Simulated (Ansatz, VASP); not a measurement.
## SrO: VASP beside Ansatz

File POSCAR:

```
SrO
1.0
    0.0000000000      2.4877901705      2.4877901705
    2.4877901705      0.0000000000      2.4877901705
    2.4877901705      2.4877901705      0.0000000000
Sr O
1 1
Direct
    0.0000000000      0.0000000000      0.0000000000
    0.5000000000      0.5000000000      0.5000000000
```

The input INCAR.step1:

```
PREC = Accurate
ENCUT = 520
EDIFF = 1E-5
ISMEAR = 0
SIGMA = 0.01
LREAL = F
LASPH = T
NELM = 60
ALGO = Normal
ISIF = 2
LWAVE = T
LCHARG = F
GGA = PE
NBANDS = 15
```

Contents of INCAR.step2:

```
PREC = Accurate
ENCUT = 520
EDIFF = 1E-6
ISMEAR = 0
SIGMA = 0.01
LREAL = F
LASPH = T
NELM = 60
ALGO = Normal
ISIF = 2
LWAVE = F
LCHARG = F
GGA = PE
LHFCALC = T
HFSCREEN = 0.2079
PRECFOCK = Normal
ISTART = 1
NBANDS = 15
```

Contents of KPOINTS:

```
Automatic mesh
0
Gamma
  6 6 6
```

Input for Ansatz:

```yaml
crystal:
  lattice:
    - [0.0, 2.4877901705, 2.4877901705]
    - [2.4877901705, 0.0, 2.4877901705]
    - [2.4877901705, 2.4877901705, 0.0]
  atoms:
    - { symbol: Sr, position: [0.0, 0.0, 0.0] }
    - { symbol: O, position: [0.5, 0.5, 0.5] }
kpoints:
  mp_grid: { grid: [6, 6, 6] }
  band_path:
    path:
      - [0.0, 0.0, 0.0]
      - [0.5, 0.0, 0.5]
      - [0.625, 0.25, 0.625]
      - [0.375, 0.375, 0.75]
      - [0.5, 0.5, 0.5]
      - [0.5, 0.25, 0.75]
      - [0.0, 0.5, 0.5]
    npoints: 1
hamiltonian:
  xc: hse06
scf:
  occupations: { method: fixed }
  n_extra_bands: 4
output:
  forces: true
  stress: true
  eigenvalues: true
```

Change from the starting cell: hydrostatic strain -3.6%.

Alike in both runs: task single point; functional HSE06; k mesh 6 × 6 × 6; no spin polarisation.

|  | VASP | Ansatz |
| --- | --- | --- |
| version | VASP 6.6.1 | Ansatz 0.2.0 |
| potentials or method | VASP PAW PBE potentials, release 64 (Sr_sv, O) | plane waves, PAW |
| plane-wave cutoff (eV) | 520 | 420 |
| occupations | gaussian, width 0.01 eV | fixed |
| valence electrons in the cell | 16 | 16 |

Ansatz gave:

```
gap on the k mesh at the Fermi level (eV) : 4.74
pressure (GPa)                            : 12.4
```

Problem. Estimate VASP's values.

Solution. gap on the k mesh at the Fermi level (eV): 4.69; pressure (GPa): 13.2.

Ansatz's warnings: stress exchange threshold loose, stress scf threshold loose.
